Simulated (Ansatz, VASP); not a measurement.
**Na2S: VASP beside Ansatz**

File POSCAR:

```
Na2S
1.0
    0.0000000000      3.3192767650      3.3192767650
    3.3192767650      0.0000000000      3.3192767650
    3.3192767650      3.3192767650      0.0000000000
Na S
2 1
Direct
    0.2500000000      0.2500000000      0.2500000000
    0.7500000000      0.7500000000      0.7500000000
    0.0000000000      0.0000000000      0.0000000000
```

The input INCAR.step1:

```
ALGO = Normal
EDIFF = 1E-5
ENCUT = 550
GGA = PE
GGA_COMPAT = F
ISMEAR = 0
LASPH = T
LCHARG = F
LREAL = F
LWAVE = T
NBANDS = 17
NELM = 120
PREC = Accurate
SIGMA = 0.01
```

The input INCAR.step2:

```
ALGO = Normal
EDIFF = 1E-6
ENCUT = 550
GGA_COMPAT = F
ISIF = 2
ISMEAR = 0
ISTART = 1
LASPH = T
LCHARG = F
LMIXTAU = T
LREAL = F
LWAVE = F
METAGGA = R2SCAN
NBANDS = 17
NELM = 120
PREC = Accurate
SIGMA = 0.01
```

Contents of KPOINTS:

```
k-points
0
Gamma
  6 6 6
```

Input for Ansatz:

```yaml
crystal:
  lattice:
    - [0.0, 3.319276765, 3.319276765]
    - [3.319276765, 0.0, 3.319276765]
    - [3.319276765, 3.319276765, 0.0]
  atoms:
    - { symbol: Na, position: [0.25, 0.25, 0.25] }
    - { symbol: Na, position: [0.75, 0.75, 0.75] }
    - { symbol: S, position: [0.0, 0.0, 0.0] }
kpoints:
  mp_grid: { grid: [6, 6, 6] }
hamiltonian:
  xc: r2scan
scf:
  occupations: { method: fixed }
  n_extra_bands: 4
output:
  forces: true
  stress: true
  eigenvalues: true
```

Alike in both runs: task single point; functional r2SCAN; k mesh 6 × 6 × 6; no spin polarisation.

|  | VASP | Ansatz |
| --- | --- | --- |
| version | VASP 6.6.1 | Ansatz 0.2.0 |
| potentials or method | VASP PAW PBE potentials, release 64 (Na_pv, S) | plane waves, PAW |
| plane-wave cutoff (eV) | 550 | 500 |
| occupations | gaussian, width 0.01 eV | fixed |
| valence electrons in the cell | 20 | 24 |

|  | VASP | Ansatz | Ansatz less VASP |
| --- | --- | --- | --- |
| gap on the k mesh at the Fermi level (eV) | 2.91 | 2.89 | -0.023 |
| pressure (GPa) | -1.7 | -1.6 | +0.17 |

VASP's potentials were made for PBE, not for r2SCAN. VASP's potentials hold 20 valence electrons a cell and Ansatz's 24, so a difference there can come from the potentials and not from the codes.
